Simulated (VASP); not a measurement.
# MgZn5O6 (P3m1) in VASP: single point with PBE

Aim: the single point of MgZn5O6 with PBE.

Program: VASP 6.6.1. These are calculated values, not measurements. Logs are shortened: lines on timing, memory, paths and dates and some standing lists are left out, and cuts for length are marked.

## 1. The cell of the first run

It takes space group P3m1 (No. 156, trigonal). The conventional cell has a = 3.285 Å, b = 3.285 Å, c = 15.798 Å, α = 90.00°, β = 90.00°, γ = 120.00°. Within 2.6 Å of Mg (site symmetry 3m) lie 4 O at 1.98 to 2.00 Å. Within 2.7 Å of Zn (site symmetry 3m) lie 4 O at 2.00 to 2.01 Å. Within 2.6 Å of Zn (site symmetry 3m) lie 4 O at 2.00 to 2.01 Å. Within 2.6 Å of Zn (site symmetry 3m) lie 4 O at 2.00 to 2.01 Å. Within 2.6 Å of Zn (site symmetry 3m) lie 4 O at 2.00 to 2.01 Å. Within 2.6 Å of Zn (site symmetry 3m) lie 4 O at 2.00 Å. O (site symmetry 3m) has 1 Mg at 2.00 Å and 3 Zn at 2.00 Å within 2.7 Å. O (site symmetry 3m) has 4 Zn at 2.00 to 2.01 Å within 2.6 Å.

## 2. Single point, PBE

The input, INCAR:

```
SYSTEM = MgZn5O6
  ALGO = Normal
  EDIFF = 1E-6
  ENCUT = 520
  GGA = PE
  ISIF = 2
  ISMEAR = 0
  LASPH = .True.
  LCHARG = .True.
  LELF = .True.
  LREAL = .False.
  LVHAR = .True.
  LWAVE = .False.
  NBANDS = 61
  NELM = 60
  PREC = Accurate
  SIGMA = 0.02
```

The input, KPOINTS:

```
k-points
0
Gamma
  12 12 2
  0 0 0
```

The input, POSCAR:

```
MgZn5O6
1.0
    3.2852876591      0.0000000000      0.0000000000
   -1.6426438295      2.8451425715      0.0000000000
    0.0000000000      0.0000000000     15.7978521560
Mg Zn O
1 5 6
Direct
    0.3333333333      0.6666666667      0.0022289203
    0.6666666667      0.3333333333      0.1699548036
    0.3333333333      0.6666666667      0.3369770042
    0.6666666667      0.3333333333      0.5042021228
    0.3333333333      0.6666666667      0.6713844869
    0.6666666667      0.3333333333      0.8387590178
    0.3333333333      0.6666666667      0.1288641199
    0.6666666667      0.3333333333      0.2970283878
    0.3333333333      0.6666666667      0.4642236859
    0.6666666667      0.3333333333      0.6314523474
    0.3333333333      0.6666666667      0.7986359158
    0.6666666667      0.3333333333      0.9654891876
```

Potentials or basis: VASP PAW PBE potentials, release 64 (Mg, Zn, O).

On the command line:

```bash
> cat potpaw_PBE.64/Mg/POTCAR potpaw_PBE.64/Zn/POTCAR potpaw_PBE.64/O/POTCAR > POTCAR
> mpirun -np 1 vasp_std > vasp.out
```

OUTCAR:

```text
SYSTEM = MgZn5O6
   EDIFF = 1E-6
   ENCUT = 520
   GGA = PE
   ISIF = 2
   ISMEAR = 0
   LASPH = .True.
   LREAL = .False.
   NELM = 60
   PREC = Accurate

 ion  position               nearest neighbor table
   1  0.333  0.667  0.002-  12 1.98  12 1.98  12 1.98   7 2.00   6 3.20   6 3.20   6 3.20   2 3.26
                             2 3.26   2 3.26
   2  0.667  0.333  0.170-   7 2.00   7 2.00   7 2.00   8 2.01   1 3.26   1 3.26   1 3.26
   3  0.333  0.667  0.337-   8 2.00   8 2.00   8 2.00   9 2.01
   4  0.667  0.333  0.504-   9 2.00   9 2.00   9 2.00  10 2.01
   5  0.333  0.667  0.671-  10 2.00  10 2.00  10 2.00  11 2.01
   6  0.667  0.333  0.839-  11 2.00  11 2.00  11 2.00  12 2.00   1 3.20   1 3.20   1 3.20
   7  0.333  0.667  0.129-   1 2.00   2 2.00   2 2.00   2 2.00
   8  0.667  0.333  0.297-   3 2.00   3 2.00   3 2.00   2 2.01
   9  0.333  0.667  0.464-   4 2.00   4 2.00   4 2.00   3 2.01
  10  0.667  0.333  0.631-   5 2.00   5 2.00   5 2.00   4 2.01
  11  0.333  0.667  0.799-   6 2.00   6 2.00   6 2.00   5 2.01
  12  0.667  0.333  0.965-   1 1.98   1 1.98   1 1.98   6 2.00

  LATTYP: Found a hexagonal cell.
 ALAT       =     3.2852876591
 C/A-ratio  =     4.8086663316

  Lattice vectors:

 A1 = (   3.2852876591,   0.0000000000,   0.0000000000)
 A2 = (  -1.6426438295,   2.8451425715,   0.0000000000)
 A3 = (   0.0000000000,   0.0000000000,  15.7978521560)

Analysis of symmetry for initial positions (statically):
=====================================================================
 Subroutine PRICEL returns:
 Original cell was already a primitive cell.

 Routine SETGRP: Setting up the symmetry group for a
 hexagonal supercell.

 Subroutine GETGRP returns: Found  6 space group operations
 (whereof  6 operations were pure point group operations)
 out of a pool of 24 trial point group operations.

The static configuration has the point symmetry C_3v.

Analysis of symmetry for dynamics (positions and initial velocities):
=====================================================================
 Subroutine PRICEL returns:
 Original cell was already a primitive cell.

 Routine SETGRP: Setting up the symmetry group for a
 hexagonal supercell.

 Subroutine GETGRP returns: Found  6 space group operations
 (whereof  6 operations were pure point group operations)
 out of a pool of 24 trial point group operations.

The dynamic configuration has the point symmetry C_3v.

 Subroutine INISYM returns: Found  6 space group operations
 (whereof  6 operations are pure point group operations),
 and found     1 'primitive' translations

----------------------------------------------------------------------------------------

                                     Primitive cell

  volume of cell :     147.6643

  direct lattice vectors                    reciprocal lattice vectors
     3.285287659  0.000000000  0.000000000     0.304387349  0.175738118  0.000000000
    -1.642643830  2.845142571  0.000000000     0.000000000  0.351476235  0.000000000
     0.000000000  0.000000000 15.797852156     0.000000000  0.000000000  0.063299744

  length of vectors
     3.285287659  3.285287659 15.797852156     0.351476235  0.351476235  0.063299744

  position of ions in fractional coordinates (direct lattice)
     0.333333333  0.666666667  0.002228920
     0.666666667  0.333333333  0.169954804
     0.333333333  0.666666667  0.336977004
     0.666666667  0.333333333  0.504202123
     0.333333333  0.666666667  0.671384487
     0.666666667  0.333333333  0.838759018
     0.333333333  0.666666667  0.128864120
     0.666666667  0.333333333  0.297028388
     0.333333333  0.666666667  0.464223686
     0.666666667  0.333333333  0.631452347
     0.333333333  0.666666667  0.798635916
     0.666666667  0.333333333  0.965489188

  ion indices of the primitive-cell ions
   primitive index   ion index
                 1           1
                 2           2
                 3           3
                 4           4
                 5           5
                 6           6
                 7           7
                 8           8
                 9           9
                10          10
                11          11
                12          12

----------------------------------------------------------------------------------------

 KPOINTS: k-points

Automatic generation of k-mesh.
 Grid dimensions read from file:
 generate k-points for:   12   12    2

 Generating k-lattice:

  Cartesian coordinates                     Fractional coordinates (reciprocal lattice)
     0.025365612  0.014644843  0.000000000     0.083333333  0.000000000  0.000000000
     0.000000000  0.029289686  0.000000000     0.000000000  0.083333333  0.000000000
     0.000000000  0.000000000  0.031649872     0.000000000  0.000000000  0.500000000

  Length of vectors
     0.029289686  0.029289686  0.031649872

  Shift w.r.t. Gamma in fractional coordinates (k-lattice)
     0.000000000  0.000000000  0.000000000

 Subroutine IBZKPT returns following result:
 ===========================================

 Found     38 irreducible k-points:

 Following reciprocal coordinates:
            Coordinates               Weight
  0.000000  0.000000  0.000000      1.000000
  0.083333  0.000000  0.000000      6.000000
  0.166667  0.000000  0.000000      6.000000
  0.250000  0.000000  0.000000      6.000000
  0.333333  0.000000  0.000000      6.000000
  0.416667  0.000000  0.000000      6.000000
[... 16 lines left out ...]
  0.250000  0.000000  0.500000      6.000000
  0.333333  0.000000  0.500000      6.000000
 [... further k-points ...]
   k-points           NKPTS =     38   k-points in BZ     NKDIM =     38   number of bands    NBANDS=     61
   number of dos      NEDOS =    301   number of ions     NIONS =     12
   total plane-waves  NPLWV =  69120
   dimension x,y,z NGX =    24 NGY =   24 NGZ =  120
   dimension x,y,z NGXF=    48 NGYF=   48 NGZF=  240
   ions per type =               1   5   6
   NGX,Y,Z   is equivalent  to a cutoff of  12.14, 12.14, 12.63 a.u.
   NGXF,Y,Z  is equivalent  to a cutoff of  24.29, 24.29, 25.26 a.u.
 SYSTEM =  MgZn5O6
   PREC   = accura    normal or accurate (medium, high low for compatibility)
   ISTART =      0    job   : 0-new  1-cont  2-samecut
   ICHARG =      2    charge: 1-file 2-atom 10-const
   ISPIN  =      1    spin polarized calculation?
   LNONCOLLINEAR =      F non collinear calculations
   LSORBIT =      F    spin-orbit coupling
   LASPH  =      T    aspherical Exc in radial PAW
   ENCUT  =  520.0 eV  38.22 Ry    6.18 a.u.   6.11  6.11 29.37*2*pi/ulx,y,z
   NELM   =     60;   NELMIN=  2; NELMDL= -5     # of ELM steps
   EDIFF  = 0.1E-05   stopping-criterion for ELM
   LREAL  =      F    real-space projection
   EDIFFG = 0.1E-04   stopping-criterion for IOM
   NSW    =      0    number of steps for IOM
   IBRION =     -1    ionic relax: 0-MD 1-quasi-New 2-CG
   NFREE  =      0    steps in history (QN), initial steepest desc. (CG)
   ISIF   =      2    stress and relaxation
   ISYM   =      2    0-nonsym 1-usesym 2-fastsym
   POTIM  = 0.5000    time-step for ionic-motion
   TEBEG  =    0.0;   TEEND  =   0.0 temperature during run
   PSTRESS=    0.0 pullay stress
   NELECT =      98.0000    total number of electrons
   NUPDOWN=      -1.0000    fix difference up-down
   EMIN   =  10.00;   EMAX   =-10.00  energy-range for DOS
   EFERMI =   0.00;   METHOD = LEGACY
   ISMEAR =     0;   SIGMA  =   0.02  broadening in eV -4-tet -1-fermi 0-gaus
   EFERMI_NEDOS =   21; number of points for ismear=-14 and -15
   IALGO  =     38    algorithm
   IMIX   =      4    mixing-type and parameters
     AMIX     =   0.40;   BMIX     =  1.00
     AMIX_MAG =   1.60;   BMIX_MAG =  1.00
  volume/ion in A,a.u.               =      12.31        83.04
  Fermi-wavevector in a.u.,A,eV,Ry     =   1.427990  2.698509 27.744377  2.039154
  Thomas-Fermi vector in A             =   2.548100
   LORBIT       =      0    0 simple, 1 ext, 2 COOP (PROOUT), +10 PAW based schemes
   GGA     = PE    functional components
   LHFCALC =     F    Hartree Fock is set to
   AEXX    =    0.0000 exact exchange contribution
   IVDW    =     0    specifies the selected vdW correction
   LEPSILON=     F    determine dielectric tensor
   LRPA    =     F    only Hartree local field effects (RPA)
 non-spin polarized calculation
 Gauss-broadening in eV      SIGMA  =   0.02
  energy-cutoff  :      520.00
  volume of cell :      147.66
 maximum number of plane-waves:      4020
   NGX = 13   NGY = 13   NGZ = 59

 number of electron      98.0000061 magnetization

 Free energy of the ion-electron system (eV)
  ---------------------------------------------------
  ext. energy  EPLUGINS =         0.00000000
  ---------------------------------------------------
  free energy    TOTEN  =       -56.44087958 eV

  energy without entropy =      -56.44087958  energy(sigma->0) =      -56.44087958

 E-fermi :   1.1180     XC(G=0): -10.5371

 val. band max:        1.0236288577   @ k =   0.0000   0.0000   0.0000
 cond. band min:       1.9978736138   @ k =   0.0000   0.0000   0.0000
 fundamental gap:      0.9742447562
 Fermi energy:         1.1180227895

 k-point     1 :       0.0000    0.0000    0.0000
  band No.  band energies     occupation
      1     -16.7056      2.00000
      2     -16.5595      2.00000
      3     -16.4258      2.00000
      4     -16.1923      2.00000
      5     -16.1187      2.00000
      6     -15.8016      2.00000
[... 53 lines left out ...]
     60      12.8285      0.00000
     61      13.7491      0.00000

 k-point     2 :       0.0833    0.0000    0.0000
  band No.  band energies     occupation
      1     -16.6709      2.00000
      2     -16.5285      2.00000
      3     -16.3963      2.00000
      4     -16.1709      2.00000
      5     -16.0977      2.00000
      6     -15.7836      2.00000
[... 1406 lines left out ...]
      5     -15.8670      2.00000
      6     -15.6030      2.00000
[... 53 lines left out ...]
     60       9.8188      0.00000
     61      10.8703      0.00000

 [... further k-points ...]

------------------------ aborting loop because EDIFF is reached ----------------------------------------

  FORCE on cell =-STRESS in cart. coord.  units (eV):
  Direction    XX          YY          ZZ          XY          YZ          ZX
  --------------------------------------------------------------------------------------
  -------------------------------------------------------------------------------------
  Total        0.5746748      0.5746748      0.5814741      0.0000000     -0.0000000      0.0000000
  in kB        6.2352989      6.2352989      6.3090720      0.0000000     -0.0000000      0.0000000
  external PRESSURE =       6.2598899 kB  Pullay stress =       0.0000000 kB

 VOLUME and BASIS-vectors are now :
 -----------------------------------------------------------------------------
  energy-cutoff  :      520.00
  volume of cell :      147.66
      direct lattice vectors                 reciprocal lattice vectors
     3.285287659  0.000000000  0.000000000     0.304387349  0.175738118  0.000000000
    -1.642643830  2.845142571  0.000000000     0.000000000  0.351476235  0.000000000
     0.000000000  0.000000000 15.797852156     0.000000000  0.000000000  0.063299744

 POSITION                                       TOTAL-FORCE (eV/Angst)
 -----------------------------------------------------------------------------------
     -0.00000      1.89676      0.03521        -0.000000      0.000000      0.003261
      1.64264      0.94838      2.68492        -0.000000      0.000000     -0.006534
     -0.00000      1.89676      5.32351         0.000000      0.000000      0.000288
      1.64264      0.94838      7.96531         0.000000     -0.000000     -0.000050
     -0.00000      1.89676     10.60643        -0.000000     -0.000000     -0.000571
      1.64264      0.94838     13.25059         0.000000      0.000000      0.003050
     -0.00000      1.89676      2.03578         0.000000      0.000000     -0.061715
      1.64264      0.94838      4.69241        -0.000000      0.000000      0.001649
     -0.00000      1.89676      7.33374         0.000000      0.000000     -0.000282
      1.64264      0.94838      9.97559        -0.000000     -0.000000     -0.000459
     -0.00000      1.89676     12.61673        -0.000000      0.000000     -0.000626
      1.64264      0.94838     15.25266         0.000000      0.000000      0.061988
 -----------------------------------------------------------------------------------
    total drift:                               -0.000004     -0.000002      0.000082

  FREE ENERGIE OF THE ION-ELECTRON SYSTEM (eV)
  ---------------------------------------------------
  free  energy   TOTEN  =       -56.4408795793 eV

  energy  without entropy=      -56.4408795793  energy(sigma->0) =      -56.44087958
```

It took 12 min on 1 thread of Oxide Virtual Turin-like, shared host; peak memory 0.37 GiB.

What came out:

```
Free energy            : -56.4409 eV
Pressure               : 0.6 GPa
Largest force          : 0.062 eV/Å
Band gap on the k mesh : 0.97 eV
```

Forces on the atoms (eV/Å):
```
Mg   0.000  0.000  0.003
Zn   0.000  0.000 -0.007
Zn   0.000  0.000  0.000
Zn   0.000  0.000  0.000
Zn   0.000  0.000 -0.001
Zn   0.000  0.000  0.003
O    0.000  0.000 -0.062
O    0.000  0.000  0.002
O    0.000  0.000  0.000
O    0.000  0.000  0.000
O    0.000  0.000 -0.001
O    0.000  0.000  0.062
```
